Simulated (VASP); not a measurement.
# Li2O (Fm-3m) in VASP: a series of runs

The runs below take Li2O through single point, relaxation of cell and atoms, with LDA.

Everything below comes from runs of VASP 6.6.1. Logs are shortened: lines on timing, memory, paths and dates and some standing lists are left out, and cuts for length are marked.

### Step 1. The cell of the first run

Symmetry: Fm-3m, No. 225, cubic system. Conventional cell: a = 4.600 Å, b = 4.600 Å, c = 4.600 Å, α = 90.00°, β = 90.00°, γ = 90.00°. Within 2.6 Å of O (site symmetry m-3m) lie 8 Li at 1.99 Å. Li (site symmetry -43m) has 4 O at 1.99 Å and 6 Li at 2.30 Å within 2.6 Å.

### Step 2. Single point, LDA

INCAR reads:

```
SYSTEM = Li2O
  PREC = Accurate
  ENCUT = 750
  EDIFF = 1E-6
  ISMEAR = 0
  SIGMA = 0.1
  LREAL = .False.
  LASPH = .True.
  NELM = 120
  ALGO = Normal
  ISIF = 2
  LWAVE = .False.
  LCHARG = .True.
  LELF = .True.
  LVHAR = .True.
  NBANDS = 13
  GGA_COMPAT = .False.
```

KPOINTS reads:

```
Automatic mesh
0
Gamma
  6 6 6
  0 0 0
```

POSCAR reads:

```
Li2O
1.0
    0.0000000000      2.3000000000      2.3000000000
    2.3000000000      0.0000000000      2.3000000000
    2.3000000000      2.3000000000      0.0000000000
O Li
1 2
Direct
    0.0000000000      0.0000000000      0.0000000000
    0.2500000000      0.2500000000      0.2500000000
    0.7500000000      0.7500000000      0.7500000000
```

Potentials or basis: VASP PAW LDA potentials, release 64 (O, Li_sv).

Run with:

```console
> cat potpaw_LDA.64/O/POTCAR potpaw_LDA.64/Li_sv/POTCAR > POTCAR
> mpirun -np 1 vasp_std > vasp.out
```

OUTCAR:

```text
SYSTEM = Li2O
   PREC = Accurate
   ENCUT = 750
   EDIFF = 1E-6
   ISMEAR = 0
   LREAL = .False.
   LASPH = .True.
   NELM = 120
   ISIF = 2

 ion  position               nearest neighbor table
   1  0.000  0.000  0.000-   3 1.99   3 1.99   3 1.99   2 1.99   3 1.99   2 1.99   2 1.99   2 1.99

   2  0.250  0.250  0.250-   1 1.99   1 1.99   1 1.99   1 1.99   3 2.30   3 2.30   3 2.30   3 2.30
                             3 2.30   3 2.30
   3  0.750  0.750  0.750-   1 1.99   1 1.99   1 1.99   1 1.99   2 2.30   2 2.30   2 2.30   2 2.30
                             2 2.30   2 2.30

  LATTYP: Found a face centered cubic cell.
 ALAT       =     4.6000000000

  Lattice vectors:

 A1 = (   0.0000000000,   2.3000000000,   2.3000000000)
 A2 = (   2.3000000000,   0.0000000000,   2.3000000000)
 A3 = (   2.3000000000,   2.3000000000,   0.0000000000)

Analysis of symmetry for initial positions (statically):
=====================================================================
 Subroutine PRICEL returns:
 Original cell was already a primitive cell.

 Routine SETGRP: Setting up the symmetry group for a
 face centered cubic supercell.

 Subroutine GETGRP returns: Found 48 space group operations
 (whereof 48 operations were pure point group operations)
 out of a pool of 48 trial point group operations.

The static configuration has the point symmetry O_h .

Analysis of symmetry for dynamics (positions and initial velocities):
=====================================================================
 Subroutine PRICEL returns:
 Original cell was already a primitive cell.

 Routine SETGRP: Setting up the symmetry group for a
 face centered cubic supercell.

 Subroutine GETGRP returns: Found 48 space group operations
 (whereof 48 operations were pure point group operations)
 out of a pool of 48 trial point group operations.

The dynamic configuration has the point symmetry O_h .

 Subroutine INISYM returns: Found 48 space group operations
 (whereof 48 operations are pure point group operations),
 and found     1 'primitive' translations

----------------------------------------------------------------------------------------

                                     Primitive cell

  volume of cell :      24.3340

  direct lattice vectors                    reciprocal lattice vectors
     0.000000000  2.300000000  2.300000000    -0.217391304  0.217391304  0.217391304
     2.300000000  0.000000000  2.300000000     0.217391304 -0.217391304  0.217391304
     2.300000000  2.300000000  0.000000000     0.217391304  0.217391304 -0.217391304

  length of vectors
     3.252691193  3.252691193  3.252691193     0.376532784  0.376532784  0.376532784
[... 88 lines left out ...]
   EFERMI =   0.00;   METHOD = LEGACY
   ISMEAR =     0;   SIGMA  =   0.10  broadening in eV -4-tet -1-fermi 0-gaus
   EFERMI_NEDOS =   21; number of points for ismear=-14 and -15
   IALGO  =     38    algorithm
   IMIX   =      4    mixing-type and parameters
     AMIX     =   0.40;   BMIX     =  1.00
     AMIX_MAG =   1.60;   BMIX_MAG =  1.00
  volume/ion in A,a.u.               =       8.11        54.74
  Fermi-wavevector in a.u.,A,eV,Ry     =   1.293394  2.444160 22.760741  1.672867
  Thomas-Fermi vector in A             =   2.425042
   LORBIT       =      0    0 simple, 1 ext, 2 COOP (PROOUT), +10 PAW based schemes
   GGA     = CA    functional components
   LHFCALC =     F    Hartree Fock is set to
   AEXX    =    0.0000 exact exchange contribution
   IVDW    =     0    specifies the selected vdW correction
   LEPSILON=     F    determine dielectric tensor
   LRPA    =     F    only Hartree local field effects (RPA)
 non-spin polarized calculation
 Gauss-broadening in eV      SIGMA  =   0.10
  energy-cutoff  :      750.00
  volume of cell :       24.33
 maximum number of plane-waves:      1158
 NGX is ok and might be reduce to    30
   NGX = 15   NGY = 15   NGZ = 15

 number of electron      12.0000002 magnetization

 Free energy of the ion-electron system (eV)
  ---------------------------------------------------
  ext. energy  EPLUGINS =         0.00000000
  ---------------------------------------------------
  free energy    TOTEN  =       -15.72971183 eV

  energy without entropy =      -15.72971183  energy(sigma->0) =      -15.72971183

 E-fermi :   1.8308     XC(G=0): -10.2916

 val. band max:        1.2084670365   @ k =   0.0000   0.0000   0.0000
 cond. band min:       6.0337427278   @ k =   0.5000   0.5000   0.0000
 fundamental gap:      4.8252756912
 Fermi energy:         1.8308483324

 k-point     1 :       0.0000    0.0000    0.0000
  band No.  band energies     occupation
      1     -40.6521      2.00000
      2     -40.2682      2.00000
      3     -13.9152      2.00000
      4       1.2085      2.00000
      5       1.2085      2.00000
      6       1.2085      2.00000
      7       6.5495      0.00000
      8      12.8708      0.00000
      9      12.8708      0.00000
     10      12.8708      0.00000
     11      20.0683      0.00000
     12      20.0683      0.00000
     13      20.0683      0.00000
[... 226 lines left out ...]
  band No.  band energies     occupation
      1     -40.4693      2.00000
      2     -40.4069      2.00000
      3     -13.6381      2.00000
      4      -0.6005      2.00000
      5      -0.3560      2.00000
      6      -0.2766      2.00000
      7       7.5277      0.00000
      8      12.4056      0.00000
      9      14.9131      0.00000
     10      15.5730      0.00000
     11      17.9315      0.00000
     12      21.0227      0.00000
     13      23.1879      0.00000

------------------------ aborting loop because EDIFF is reached ----------------------------------------

  FORCE on cell =-STRESS in cart. coord.  units (eV):
  Direction    XX          YY          ZZ          XY          YZ          ZX
  --------------------------------------------------------------------------------------
  -------------------------------------------------------------------------------------
  Total       -0.9095289     -0.9095289     -0.9095289      0.0000000      0.0000000     -0.0000000
  in kB      -59.8843844    -59.8843844    -59.8843844      0.0000000      0.0000000     -0.0000000
  external PRESSURE =     -59.8843844 kB  Pullay stress =       0.0000000 kB

 VOLUME and BASIS-vectors are now :
 -----------------------------------------------------------------------------
  energy-cutoff  :      750.00
  volume of cell :       24.33
      direct lattice vectors                 reciprocal lattice vectors
     0.000000000  2.300000000  2.300000000    -0.217391304  0.217391304  0.217391304
     2.300000000  0.000000000  2.300000000     0.217391304 -0.217391304  0.217391304
     2.300000000  2.300000000  0.000000000     0.217391304  0.217391304 -0.217391304

 POSITION                                       TOTAL-FORCE (eV/Angst)
 -----------------------------------------------------------------------------------
      0.00000      0.00000      0.00000        -0.000000     -0.000000      0.000000
      1.15000      1.15000      1.15000        -0.000000     -0.000000     -0.000000
      3.45000      3.45000      3.45000         0.000000      0.000000      0.000000
 -----------------------------------------------------------------------------------
    total drift:                                0.000000     -0.000000      0.000000

  FREE ENERGIE OF THE ION-ELECTRON SYSTEM (eV)
  ---------------------------------------------------
  free  energy   TOTEN  =       -15.7297118298 eV

  energy  without entropy=      -15.7297118298  energy(sigma->0) =      -15.72971183
```

OSZICAR:

```text
N       E                     dE             d eps       ncg     rms          rms(c)
DAV:   1     0.566611711933E+02    0.56661E+02   -0.71618E+03   416   0.128E+03
DAV:   2    -0.116777254417E+02   -0.68339E+02   -0.64845E+02   499   0.259E+02
DAV:   3    -0.173766865564E+02   -0.56990E+01   -0.56459E+01   740   0.556E+01
DAV:   4    -0.174637732349E+02   -0.87087E-01   -0.87069E-01   500   0.735E+00
DAV:   5    -0.174643165778E+02   -0.54334E-03   -0.54334E-03   597   0.540E-01    0.722E+00
DAV:   6    -0.158216556492E+02    0.16427E+01   -0.80045E+00   461   0.148E+01    0.286E+00
DAV:   7    -0.157581814125E+02    0.63474E-01   -0.22212E-01   511   0.317E+00    0.144E+00
DAV:   8    -0.157316646260E+02    0.26517E-01   -0.78606E-02   549   0.241E+00    0.425E-01
DAV:   9    -0.157296748911E+02    0.19897E-02   -0.55004E-03   504   0.633E-01    0.121E-01
DAV:  10    -0.157297336960E+02   -0.58805E-04   -0.35220E-04   516   0.177E-01    0.413E-02
DAV:  11    -0.157297113554E+02    0.22341E-04   -0.45216E-05   511   0.707E-02    0.912E-03
DAV:  12    -0.157297118298E+02   -0.47439E-06   -0.56056E-06   545   0.230E-02
   1 F= -.15729712E+02 E0= -.15729712E+02  d E =-.117845E-19
```

Wall time 5.5 s (1 thread of AMD EPYC 9R45 (Zen 5), shared host); peak memory 0.1 GiB.

What came out:

| Property | Result |
| --- | --- |
| Free energy | -15.7297 eV |
| Pressure | -6.0 GPa |
| Band gap on the k mesh | 4.83 eV (least direct gap 5.34 eV) |

Caveat: the cell stands under tension.

### Step 3. Single point, LDA

This run uses another cell than the first one, of 7.55 Å³/atom.

INCAR reads:

```
SYSTEM = Li2O
PREC     = Accurate       ! precision mode
ENCUT    = 750            ! plane-wave cutoff, eV
EDIFF    = 1E-6           ! SCF threshold, eV
ISMEAR   = 0              ! smearing method
SIGMA    = 0.02           ! smearing width, eV
LREAL    = .False.        ! projectors in reciprocal space
LASPH    = .True.         ! aspherical terms in the spheres
NELM     = 120            ! most SCF steps
ALGO     = Normal         ! electronic algorithm
ISIF     = 2              ! what is computed and relaxed
LWAVE    = .False.        ! write WAVECAR
LCHARG   = .True.         ! write CHGCAR
GGA      = CA             ! functional
LELF     = .True.         ! ELF
LVHAR    = .True.       
NBANDS   = 13             ! bands
GGA_COMPAT= .False.
```

KPOINTS reads:

```
Automatic mesh
0
Gamma
  8 8 8
  0 0 0
```

POSCAR reads:

```
Li2O
1.0
    0.0000000000      2.2459319603      2.2459319603
    2.2459319603      0.0000000000      2.2459319603
    2.2459319603      2.2459319603      0.0000000000
O Li
1 2
Direct
    0.0000000000      0.0000000000      0.0000000000
    0.2500000000      0.2500000000      0.2500000000
    0.7500000000      0.7500000000      0.7500000000
```

Potentials or basis: VASP PAW LDA potentials, release 64 (O, Li_sv).

Run with:

```console
> cat potpaw_LDA.64/O/POTCAR potpaw_LDA.64/Li_sv/POTCAR > POTCAR
> mpirun -np 1 vasp_std > vasp.out
```

OUTCAR:

```text
SYSTEM = Li2O
   PREC = Accurate
   ENCUT = 750
   EDIFF = 1E-6
   ISMEAR = 0
   LREAL = .False.
   LASPH = .True.
   NELM = 120
   ISIF = 2
   GGA = CA

 ion  position               nearest neighbor table
   1  0.000  0.000  0.000-   3 1.95   3 1.95   3 1.95   2 1.95   3 1.95   2 1.95   2 1.95   2 1.95

   2  0.250  0.250  0.250-   1 1.95   1 1.95   1 1.95   1 1.95   3 2.25   3 2.25   3 2.25   3 2.25
                             3 2.25   3 2.25
   3  0.750  0.750  0.750-   1 1.95   1 1.95   1 1.95   1 1.95   2 2.25   2 2.25   2 2.25   2 2.25
                             2 2.25   2 2.25

  LATTYP: Found a face centered cubic cell.
 ALAT       =     4.4918639206

  Lattice vectors:

 A1 = (   0.0000000000,   2.2459319603,   2.2459319603)
 A2 = (   2.2459319603,   0.0000000000,   2.2459319603)
 A3 = (   2.2459319603,   2.2459319603,   0.0000000000)

Analysis of symmetry for initial positions (statically):
=====================================================================
 Subroutine PRICEL returns:
 Original cell was already a primitive cell.

 Routine SETGRP: Setting up the symmetry group for a
 face centered cubic supercell.

 Subroutine GETGRP returns: Found 48 space group operations
 (whereof 48 operations were pure point group operations)
 out of a pool of 48 trial point group operations.

The static configuration has the point symmetry O_h .

Analysis of symmetry for dynamics (positions and initial velocities):
=====================================================================
 Subroutine PRICEL returns:
 Original cell was already a primitive cell.

 Routine SETGRP: Setting up the symmetry group for a
 face centered cubic supercell.

 Subroutine GETGRP returns: Found 48 space group operations
 (whereof 48 operations were pure point group operations)
 out of a pool of 48 trial point group operations.

The dynamic configuration has the point symmetry O_h .

 Subroutine INISYM returns: Found 48 space group operations
 (whereof 48 operations are pure point group operations),
 and found     1 'primitive' translations
[... 127 lines left out ...]
   LRPA    =     F    only Hartree local field effects (RPA)
 non-spin polarized calculation
 Gauss-broadening in eV      SIGMA  =   0.02
  energy-cutoff  :      750.00
  volume of cell :       22.66
 maximum number of plane-waves:      1067
   NGX = 15   NGY = 15   NGZ = 15

 number of electron      12.0000004 magnetization

 Free energy of the ion-electron system (eV)
  ---------------------------------------------------
  ext. energy  EPLUGINS =         0.00000000
  ---------------------------------------------------
  free energy    TOTEN  =       -15.76007552 eV

  energy without entropy =      -15.76007552  energy(sigma->0) =      -15.76007552

 E-fermi :   1.8326     XC(G=0): -10.6096

 val. band max:        1.6156164062   @ k =   0.0000   0.0000   0.0000
 cond. band min:       6.5667180991   @ k =   0.5000   0.5000   0.0000
 fundamental gap:      4.9511016930
 Fermi energy:         1.8326425548

 k-point     1 :       0.0000    0.0000    0.0000
  band No.  band energies     occupation
      1     -40.1362      2.00000
      2     -39.6566      2.00000
      3     -13.6201      2.00000
      4       1.6156      2.00000
      5       1.6156      2.00000
      6       1.6156      2.00000
      7       7.5105      0.00000
      8      13.6729      0.00000
      9      13.6729      0.00000
     10      13.6729      0.00000
     11      21.2281      0.00000
     12      21.2281      0.00000
     13      21.2281      0.00000
[... 354 lines left out ...]
  band No.  band energies     occupation
      1     -39.8710      2.00000
      2     -39.8700      2.00000
      3     -13.3693      2.00000
      4      -1.0851      2.00000
      5       0.5143      2.00000
      6       0.6957      2.00000
      7       9.7928      0.00000
      8      12.4349      0.00000
      9      15.1014      0.00000
     10      15.6052      0.00000
     11      19.8172      0.00000
     12      20.0971      0.00000
     13      25.6780      0.00000

 [... further k-points ...]

------------------------ aborting loop because EDIFF is reached ----------------------------------------

  FORCE on cell =-STRESS in cart. coord.  units (eV):
  Direction    XX          YY          ZZ          XY          YZ          ZX
  --------------------------------------------------------------------------------------
  -------------------------------------------------------------------------------------
  Total       -0.0216322     -0.0216322     -0.0216322      0.0000000      0.0000000      0.0000000
  in kB       -1.5296484     -1.5296484     -1.5296484      0.0000000      0.0000000      0.0000000
  external PRESSURE =      -1.5296484 kB  Pullay stress =       0.0000000 kB

 VOLUME and BASIS-vectors are now :
 -----------------------------------------------------------------------------
  energy-cutoff  :      750.00
  volume of cell :       22.66
      direct lattice vectors                 reciprocal lattice vectors
     0.000000000  2.245931960  2.245931960    -0.222624732  0.222624732  0.222624732
     2.245931960  0.000000000  2.245931960     0.222624732 -0.222624732  0.222624732
     2.245931960  2.245931960  0.000000000     0.222624732  0.222624732 -0.222624732

 POSITION                                       TOTAL-FORCE (eV/Angst)
 -----------------------------------------------------------------------------------
      0.00000      0.00000      0.00000        -0.000000     -0.000000     -0.000000
      1.12297      1.12297      1.12297         0.000000      0.000000      0.000000
      3.36890      3.36890      3.36890        -0.000000     -0.000000     -0.000000
 -----------------------------------------------------------------------------------
    total drift:                                0.000000      0.000000      0.000000

  FREE ENERGIE OF THE ION-ELECTRON SYSTEM (eV)
  ---------------------------------------------------
  free  energy   TOTEN  =       -15.7600755157 eV

  energy  without entropy=      -15.7600755157  energy(sigma->0) =      -15.76007552
```

OSZICAR:

```text
N       E                     dE             d eps       ncg     rms          rms(c)
DAV:   1     0.569051827737E+02    0.56905E+02   -0.74772E+03   754   0.129E+03
DAV:   2    -0.116508571296E+02   -0.68556E+02   -0.64764E+02   917   0.272E+02
DAV:   3    -0.174622927570E+02   -0.58114E+01   -0.57570E+01  1402   0.570E+01
DAV:   4    -0.175090758541E+02   -0.46783E-01   -0.46772E-01   877   0.676E+00
DAV:   5    -0.175095735462E+02   -0.49769E-03   -0.49768E-03  1056   0.468E-01    0.728E+00
DAV:   6    -0.158373032331E+02    0.16723E+01   -0.76852E+00   814   0.149E+01    0.273E+00
DAV:   7    -0.157853391860E+02    0.51964E-01   -0.18235E-01   924   0.303E+00    0.145E+00
DAV:   8    -0.157617794979E+02    0.23560E-01   -0.70744E-02  1006   0.231E+00    0.400E-01
DAV:   9    -0.157600263427E+02    0.17532E-02   -0.54589E-03   907   0.635E-01    0.110E-01
DAV:  10    -0.157600900394E+02   -0.63697E-04   -0.26025E-04   924   0.151E-01    0.340E-02
DAV:  11    -0.157600752268E+02    0.14813E-04   -0.29937E-05   949   0.596E-02    0.846E-03
DAV:  12    -0.157600755157E+02   -0.28887E-06   -0.42284E-06   989   0.208E-02
   1 F= -.15760076E+02 E0= -.15760076E+02  d E =-.480444E-55
```

Wall time 7.4 s (1 thread of AMD EPYC 9R45 (Zen 5), shared host); peak memory 0.1 GiB.

Results:

- Free energy: -15.7601 eV
- Pressure: -0.2 GPa
- Band gap on the k mesh: 4.95 eV (least direct gap 5.89 eV)

(Continued in part 2 of 2.)
